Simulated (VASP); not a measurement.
# Cr (P-1) in VASP: further runs

Runs on Cr. Level: PBE. Tasks: single point.

Program: VASP 6.6.1. These are calculated values, not measurements. Logs are shortened: lines on timing, memory, paths and dates and some standing lists are left out, and cuts for length are marked.

### Step 1. The cell of the first run

The typed cell holds 1 atom: a = 2.562 Å, b = 2.541 Å, c = 2.350 Å, α = 105.10°, β = 107.45°, γ = 114.24°.

### Step 2. Single point, PBE, collinear spin, ferromagnetic start

INCAR

```
  PREC = Accurate
  ENCUT = 700
  EDIFF = 1E-6
  ISMEAR = -1
  SIGMA = 0.05
  LREAL = False
  LASPH = True
  NELM = 200
  ALGO = Normal
  ISIF = 2
  LWAVE = False
  LCHARG = False
  ISPIN = 2
  MAGMOM = 3.8
  LORBIT = 11
  NUPDOWN = 3.8
  LMAXMIX = 4
  GGA = PE
  NBANDS = 17
  GGA_COMPAT = False
```

KPOINTS

```
regular mesh
0
Gamma
  11 11 11
```

POSCAR

```
Cr
1.0
   -1.4943366600      1.5452007300      1.3932153400
    1.5696721600     -1.4509560800      1.3743061900
    1.4063430800      1.3629625000     -1.2989706900
Cr
1
Direct
    0.0000000000      0.0000000000      0.0000000000
```

Potentials or basis: VASP PAW PBE potentials, release 64 (Cr_sv).

On the command line:

```console
$ cat potpaw_PBE.64/Cr_sv/POTCAR > POTCAR
$ mpirun -np 1 vasp_std > vasp.out
```

OUTCAR:

```text
PREC = Accurate
   ENCUT = 700
   EDIFF = 1E-6
   ISMEAR = -1
   LREAL = False
   LASPH = True
   NELM = 200
   ISIF = 2
   ISPIN = 2
   LORBIT = 11
   NUPDOWN = 3.8
   GGA = PE

 ion  position               nearest neighbor table
   1  0.000  0.000  0.000-

  LATTYP: Found a triclinic cell.
 ALAT       =     2.3500622308
 B/A-ratio  =     1.6857825924
 C/A-ratio  =     1.0828196781
 COS(alpha) =     0.0078069446
 COS(beta)  =     0.3615709875
 COS(gamma) =     0.7870954603

  Lattice vectors:

 A1 = (  -1.4063430800,  -1.3629625000,   1.2989706900)
 A2 = (  -2.9006797400,   0.1822382300,   2.6921860300)
 A3 = (  -1.4816785800,  -1.4572071500,  -1.4685508400)

Analysis of symmetry for initial positions (statically):
=====================================================================
 Subroutine PRICEL returns:
 Original cell was already a primitive cell.

 Routine SETGRP: Setting up the symmetry group for a
 triclinic supercell.

 Subroutine GETGRP returns: Found  2 space group operations
 (whereof  2 operations were pure point group operations)
 out of a pool of  2 trial point group operations.

The static configuration has the point symmetry S_2 .

Analysis of symmetry for dynamics (positions and initial velocities):
=====================================================================
 Subroutine PRICEL returns:
 Original cell was already a primitive cell.

 Routine SETGRP: Setting up the symmetry group for a
 triclinic supercell.

 Subroutine GETGRP returns: Found  2 space group operations
 (whereof  2 operations were pure point group operations)
 out of a pool of  2 trial point group operations.

The dynamic configuration has the point symmetry S_2 .

Analysis of structural, dynamic, and magnetic symmetry:
=====================================================================
 Subroutine PRICEL returns:
 Original cell was already a primitive cell.

 Routine SETGRP: Setting up the symmetry group for a
 triclinic supercell.

 Subroutine GETGRP returns: Found  2 space group operations
 (whereof  2 operations were pure point group operations)
 out of a pool of  2 trial point group operations.

The overall configuration has the point symmetry S_2 .

 Subroutine INISYM returns: Found  2 space group operations
 (whereof  2 operations are pure point group operations),
 and found     1 'primitive' translations

----------------------------------------------------------------------------------------

                                     Primitive cell

  volume of cell :      11.9433

  direct lattice vectors                    reciprocal lattice vectors
    -1.494336660  1.545200730  1.393215340     0.000973068  0.332547216  0.349983148
     1.569672160 -1.450956080  1.374306190     0.327051789 -0.001527154  0.352483370
     1.406343080  1.362962500 -1.298970690     0.347063252  0.355058900 -0.021538617

  length of vectors
     2.561588635  2.541232327  2.350062231     0.482780283  0.480842730  0.496974481

  position of ions in fractional coordinates (direct lattice)
     0.000000000  0.000000000  0.000000000

  ion indices of the primitive-cell ions
   primitive index   ion index
                 1           1

----------------------------------------------------------------------------------------

 KPOINTS: regular mesh

Automatic generation of k-mesh.
 Grid dimensions read from file:
 generate k-points for:   11   11   11

 Generating k-lattice:

  Cartesian coordinates                     Fractional coordinates (reciprocal lattice)
     0.000088461  0.030231565  0.031816650     0.090909091  0.000000000  0.000000000
     0.029731981 -0.000138832  0.032043943     0.000000000  0.090909091  0.000000000
     0.031551205  0.032278082 -0.001958056    -0.000000000 -0.000000000  0.090909091

  Length of vectors
     0.043889117  0.043712975  0.045179498

  Shift w.r.t. Gamma in fractional coordinates (k-lattice)
     0.000000000  0.000000000  0.000000000

 Subroutine IBZKPT returns following result:
 ===========================================

 Found    666 irreducible k-points:

 Following reciprocal coordinates:
            Coordinates               Weight
  0.000000  0.000000  0.000000      1.000000
  0.090909 -0.000000  0.000000      2.000000
  0.181818 -0.000000  0.000000      2.000000
  0.272727  0.000000 -0.000000      2.000000
  0.363636  0.000000 -0.000000      2.000000
  0.454545 -0.000000  0.000000      2.000000
[... 16 lines left out ...]
  0.454545  0.181818  0.000000      2.000000
 -0.454545  0.181818 -0.000000      2.000000
 [... further k-points ...]
   k-points           NKPTS =    666   k-points in BZ     NKDIM =    666   number of bands    NBANDS=     17
   number of dos      NEDOS =    301   number of ions     NIONS =      1
   total plane-waves  NPLWV =  11520
   dimension x,y,z NGX =    24 NGY =   24 NGZ =   20
   dimension x,y,z NGXF=    48 NGYF=   48 NGZF=   40
   ions per type =               1
   NGX,Y,Z   is equivalent  to a cutoff of  15.58, 15.70, 14.15 a.u.
   NGXF,Y,Z  is equivalent  to a cutoff of  31.15, 31.40, 28.30 a.u.
 SYSTEM =  unknown system
   PREC   = accura    normal or accurate (medium, high low for compatibility)
   ISTART =      0    job   : 0-new  1-cont  2-samecut
   ICHARG =      2    charge: 1-file 2-atom 10-const
   ISPIN  =      2    spin polarized calculation?
   LNONCOLLINEAR =      F non collinear calculations
   LSORBIT =      F    spin-orbit coupling
   LASPH  =      T    aspherical Exc in radial PAW
   ENCUT  =  700.0 eV  51.45 Ry    7.17 a.u.   5.53  5.48  5.07*2*pi/ulx,y,z
   NELM   =    200;   NELMIN=  2; NELMDL= -5     # of ELM steps
   EDIFF  = 0.1E-05   stopping-criterion for ELM
   LREAL  =      F    real-space projection
   EDIFFG = 0.1E-04   stopping-criterion for IOM
   NSW    =      0    number of steps for IOM
   IBRION =     -1    ionic relax: 0-MD 1-quasi-New 2-CG
   NFREE  =      0    steps in history (QN), initial steepest desc. (CG)
   ISIF   =      2    stress and relaxation
   ISYM   =      2    0-nonsym 1-usesym 2-fastsym
   POTIM  = 0.5000    time-step for ionic-motion
   TEBEG  =    0.0;   TEEND  =   0.0 temperature during run
   PSTRESS=    0.0 pullay stress
   NELECT =      14.0000    total number of electrons
   NUPDOWN=       3.8000    fix difference up-down
   EMIN   =  10.00;   EMAX   =-10.00  energy-range for DOS
   EFERMI =   0.00;   METHOD = LEGACY
   ISMEAR =    -1;   SIGMA  =   0.05  broadening in eV -4-tet -1-fermi 0-gaus
   EFERMI_NEDOS =   21; number of points for ismear=-14 and -15
   IALGO  =     38    algorithm
   IMIX   =      4    mixing-type and parameters
     AMIX     =   0.40;   BMIX     =  1.00
     AMIX_MAG =   1.60;   BMIX_MAG =  1.00
  volume/ion in A,a.u.               =      11.94        80.60
  Fermi-wavevector in a.u.,A,eV,Ry     =   1.726141  3.261934 40.539422  2.979563
  Thomas-Fermi vector in A             =   2.801509
   LORBIT       =     11    0 simple, 1 ext, 2 COOP (PROOUT), +10 PAW based schemes
   GGA     = PE    functional components
   LHFCALC =     F    Hartree Fock is set to
   AEXX    =    0.0000 exact exchange contribution
   IVDW    =     0    specifies the selected vdW correction
   LEPSILON=     F    determine dielectric tensor
   LRPA    =     F    only Hartree local field effects (RPA)
 spin polarized calculation
  energy-cutoff  :      700.00
  volume of cell :       11.94
 maximum number of plane-waves:       518
 NGX is ok and might be reduce to    24
   NGX = 11   NGY = 11   NGZ = 11

 number of electron      14.0000001 magnetization       3.8000001

 Free energy of the ion-electron system (eV)
  ---------------------------------------------------
  ext. energy  EPLUGINS =         0.00000000
  ---------------------------------------------------
  free energy    TOTEN  =        -7.01160345 eV

  energy without entropy =       -7.00014298  energy(sigma->0) =       -7.00587321

 E-fermi :  12.8634     XC(G=0): -13.2583

 val. band max:       15.1952034364   @ k =   0.0909   0.0909   0.1818
 cond. band min:      12.8647785529   @ k =  -0.3636  -0.2727   0.3636
 fundamental gap:     -2.3304248835
 Fermi energy:        15.1952803091

 spin component 1

 k-point     1 :       0.0000    0.0000    0.0000
  band No.  band energies     occupation
      1     -58.3348      1.00000
      2     -29.2430      1.00000
      3     -29.2362      1.00000
      4     -29.1003      1.00000
      5       4.9063      1.00000
      6      11.4732      1.00000
[... 9 lines left out ...]
     16      44.7716      0.00000
     17      45.1682      0.00000

 k-point     2 :       0.0909   -0.0000    0.0000
  band No.  band energies     occupation
      1     -58.3220      1.00000
      2     -29.3069      1.00000
      3     -29.2510      1.00000
      4     -29.1070      1.00000
      5       5.2455      1.00000
      6      11.3812      1.00000
[... 9 lines left out ...]
     16      42.9271      0.00000
     17      44.6380      0.00000
[... 421 lines left out ...]
 k-point    24 :      -0.4545    0.1818   -0.0000
  band No.  band energies     occupation
      1     -58.1903      1.00000
      2     -29.8459      1.00000
      3     -29.5114      1.00000
      4     -29.1623      1.00000
      5       9.0141      1.00000
      6      10.5665      1.00000
[... 9 lines left out ...]
     16      44.4936      0.00000
     17      48.9186      0.00000

 [... further k-points ...]

 spin component 2

 k-point     1 :       0.0000    0.0000    0.0000
  band No.  band energies     occupation
      1     -54.9664      1.00000
      2     -25.9154      1.00000
      3     -25.8551      1.00000
      4     -25.7876      1.00000
      5       6.7924      1.00000
      6      14.6953      0.00000
[... 9 lines left out ...]
     16      47.3237      0.00000
     17      47.4531      0.00000

 k-point     2 :       0.0909   -0.0000    0.0000
  band No.  band energies     occupation
      1     -54.9529      1.00000
      2     -25.9795      1.00000
      3     -25.8738      1.00000
      4     -25.7959      1.00000
      5       7.1361      1.00000
      6      14.5901      0.00000
[... 9 lines left out ...]
     16      45.1490      0.00000
     17      46.8322      0.00000
[... 421 lines left out ...]
 k-point    24 :      -0.4545    0.1818   -0.0000
  band No.  band energies     occupation
      1     -54.8139      1.00000
      2     -26.5369      1.00000
      3     -26.1668      1.00000
      4     -25.8550      1.00000
      5      11.2896      1.00000
      6      13.4263      0.00001
[... 9 lines left out ...]
     16      46.5676      0.00000
     17      51.1459      0.00000

 [... further k-points ...]
[... 5 lines left out ...]
  --------------------------------------------------------------------------------------
  -------------------------------------------------------------------------------------
  Total        5.9586449      5.7968968      5.6973952      1.1536393     -1.0418838     -0.9424317
  in kB      799.3454660    777.6471419    764.2991177    154.7594040   -139.7675354   -126.4261467
  external PRESSURE =     780.4305752 kB  Pullay stress =       0.0000000 kB

 VOLUME and BASIS-vectors are now :
 -----------------------------------------------------------------------------
  energy-cutoff  :      700.00
  volume of cell :       11.94
      direct lattice vectors                 reciprocal lattice vectors
    -1.494336660  1.545200730  1.393215340     0.000973068  0.332547216  0.349983148
     1.569672160 -1.450956080  1.374306190     0.327051789 -0.001527154  0.352483370
     1.406343080  1.362962500 -1.298970690     0.347063252  0.355058900 -0.021538617

 POSITION                                       TOTAL-FORCE (eV/Angst)
 -----------------------------------------------------------------------------------
      0.00000      0.00000      0.00000         0.000000      0.000000      0.000000
 -----------------------------------------------------------------------------------
    total drift:                                0.000000      0.000000     -0.000000

  FREE ENERGIE OF THE ION-ELECTRON SYSTEM (eV)
  ---------------------------------------------------
  free  energy   TOTEN  =        -7.0116034452 eV

  energy  without entropy=       -7.0001429834  energy(sigma->0) =       -7.00587321

 total charge

# of ion       s       p       d       tot
------------------------------------------
    1        2.197   5.997   3.772  11.967

 magnetization (x)

# of ion       s       p       d       tot
------------------------------------------
    1        0.012   0.060   3.018   3.090
```

It took 2.7 min on 1 thread of Intel Xeon Platinum 8488C (Sapphire Rapids), shared host; peak memory 0.38 GiB.

What came out:

| Item | Value |
| --- | --- |
| Free energy | -7.0116 eV |
| Pressure | 78.0 GPa |
| Net moment | 3.80 μB per cell |
| Site moments | Cr +3.09 μB |
| Valence electrons inside the program's atomic spheres | Cr 11.97 |

Caveat: the cell stands under pressure; the total moment is fixed, so each spin has its own Fermi level and the state may be an excited one.

### Step 3. Single point, PBE, collinear spin, ferromagnetic start

INCAR

```
  PREC = Accurate
  ENCUT = 700
  EDIFF = 1E-6
  ISMEAR = -1
  SIGMA = 0.05
  LREAL = F
  LASPH = T
  NELM = 200
  ALGO = Normal
  ISIF = 2
  LWAVE = F
  LCHARG = T
  ISPIN = 2
  MAGMOM = 3
  LORBIT = 11
  NUPDOWN = 3.0
  LMAXMIX = 4
  GGA = PE
  LELF = T
  LVHAR = T
  NBANDS = 17
  GGA_COMPAT = F
```

KPOINTS is that of step 2.

POSCAR is that of step 2.

Potentials or basis: VASP PAW PBE potentials, release 64 (Cr_sv).

On the command line:

```console
$ cat potpaw_PBE.64/Cr_sv/POTCAR > POTCAR
$ mpirun -np 1 vasp_std > vasp.out
```

Run time: 2.8 min. Hardware: 1 thread of Intel Xeon Platinum 8488C (Sapphire Rapids), shared host; peak memory 0.39 GiB.

Results (log left out):

```
Free energy                                           : -7.7854 eV
Pressure                                              : 49.4 GPa
Net moment                                            : 3.00 μB per cell
Site moments                                          : Cr +2.48 μB
Valence electrons inside the program's atomic spheres : Cr 11.90
```

Stress tensor (GPa, compression positive):
```
 56.21  11.53  -9.32
 11.53  49.28 -10.29
 -9.32 -10.29  42.65
```

Caveat: the stress differs along the axes, from 43 to 56 GPa; the total moment is fixed, so each spin has its own Fermi level and the state may be an excited one.
